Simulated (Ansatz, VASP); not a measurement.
Two plane-wave programs on Cr

```
Cr
1.0
     2.96890    0.00000    0.00000
     0.00000    2.96890    0.00000
     0.00000    0.00000    2.96890
Cr
2
Direct
  0.00000 0.00000 0.00000
  0.50000 0.50000 0.50000
```

Alike in both runs: task single point; functional LDA; k mesh 12 × 12 × 12; occupations fermi-dirac, width 0.05 eV; collinear spin.

```csv
,VASP,Ansatz
version,VASP 6.6.1,Ansatz 0.2.0
potentials or method,"VASP PAW LDA potentials, release 64 (Cr_pv)","PAW with Ansatz's default frozen-core files, scalar-relativistic"
plane-wave cutoff (eV),520,420
valence electrons in the cell,24,28
```

```tsv
	VASP	Ansatz	Ansatz less VASP
net moment per atom (μB)	0.00	0.00	0.000
size of the moment on the site where the two differ most (μB)	1.10	1.23	+0.131
```

LDA's correlation is that of Perdew and Zunger in VASP and of Perdew and Wang (1992) in Ansatz. Site moments also hang on the region over which each program counts them. VASP's potentials hold 24 valence electrons a cell and Ansatz's 28, so a difference there can come from the potentials and not from the codes.
